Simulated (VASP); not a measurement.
Write the native input for VASP 6.6.1 that does the following.

```yaml
Task: single point
Functional: PBEsol
Potentials_or_basis: VASP PAW PBE potentials, release 64 (In_d, Pd)
Cutoff: 520 eV
k_mesh: 8 × 8 × 8
Occupations: fermi-dirac, width 0.05 eV
Spin: no spin polarisation
Dipole_correction: no
Further_INCAR_settings: ALGO = Normal; EDIFF = 1e-07; NBANDS = 18
```

The structure of InPd lies in POSCAR:

```
InPd
1.0
    3.0920735006      0.0000000000      0.0000000000
    0.0000000000      3.0920735006      0.0000000000
    0.0000000000      0.0000000000      3.0920735006
In Pd
1 1
Direct
    0.0000000000      0.0000000000      0.0000000000
    0.5000000000      0.5000000000      0.5000000000
```

One way to write it, as run:

INCAR

```
ALGO = Normal
EDIFF = 1E-7
ENCUT = 520
GGA = PS
ISIF = 2
ISMEAR = -1
LASPH = T
LCHARG = T
LELF = T
LREAL = F
LVHAR = T
LWAVE = F
NBANDS = 18
NELM = 80
PREC = Accurate
SIGMA = 0.05
```

KPOINTS

```
k-points
0
Gamma
  8 8 8
```

Potentials or basis: VASP PAW PBE potentials, release 64 (In_d, Pd).

Command:

```console
$ cat potpaw_PBE.64/In_d/POTCAR potpaw_PBE.64/Pd/POTCAR > POTCAR
$ mpirun -np 1 vasp_std > vasp.out
```

Results of the run:

| Property | Result |
| --- | --- |
| Pressure | 30.4 GPa |
| Band gap on the k mesh | zero (an odd number of electrons rules out a gap without spin polarisation) |

Caveat: the cell stands under pressure; the PAW data sets were made with another functional, which shifts forces and pressure a little; spin-orbit coupling is left out, which moves the levels of the heavy elements.

Wall time 18 s on 1 thread of Intel Xeon 8259CL, with other jobs on the host, peak memory 0.15 GiB.
